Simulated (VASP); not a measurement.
Input of a VASP 6.6.1 run:

POSCAR

```
Sb
1.0
    3.3023858625      0.0000000000      0.0000000000
   -1.6511929313      2.8599500500      0.0000000000
    0.0000000000      0.0000000000      5.4301409320
Sb
2
Direct
    0.3333333333      0.6666666667      0.2500000000
    0.6666666667      0.3333333333      0.7500000000
```

INCAR.step1

```
SYSTEM = Sb
PREC = Accurate
ENCUT = 520
ISMEAR = 0
SIGMA = 0.1
LREAL = .FALSE.
LASPH = .TRUE.
NELM = 60
NBANDS = 12
GGA = PE
ALGO = Normal
EDIFF = 1E-4
LWAVE = .TRUE.
LCHARG = .FALSE.
```

The input INCAR.step2:

```
SYSTEM = Sb
PREC = Accurate
ENCUT = 520
EDIFF = 1E-6
ISMEAR = 0
SIGMA = 0.1
LREAL = .FALSE.
LASPH = .TRUE.
NELM = 60
ALGO = Normal
ISIF = 2
LWAVE = .FALSE.
LCHARG = .FALSE.
METAGGA = R2SCAN
LMIXTAU = .TRUE.
NBANDS = 12
ISTART = 1
```

KPOINTS

```
Automatic mesh
0
G
  12 12 8
  0 0 0
```

Potentials or basis: VASP PAW PBE potentials, release 64 (Sb).

Command:

```sh
$ cat potpaw_PBE.64/Sb/POTCAR > POTCAR
$ cp INCAR.step1 INCAR
$ mpirun -np 1 vasp_std > vasp.out
$ cp INCAR.step2 INCAR
$ mpirun -np 1 vasp_std > vasp.out
```

Task: Predict the band gap on the k mesh.

Result: Zero (bands 5 and 6 overlap by 8.63 eV).

Task: What does it give for the pressure?

Result: 3.9 GPa.

Caveat: the cell stands under pressure; the PAW data sets were made with another functional, which shifts forces and pressure a little; spin-orbit coupling is left out, which moves the levels of the heavy elements.
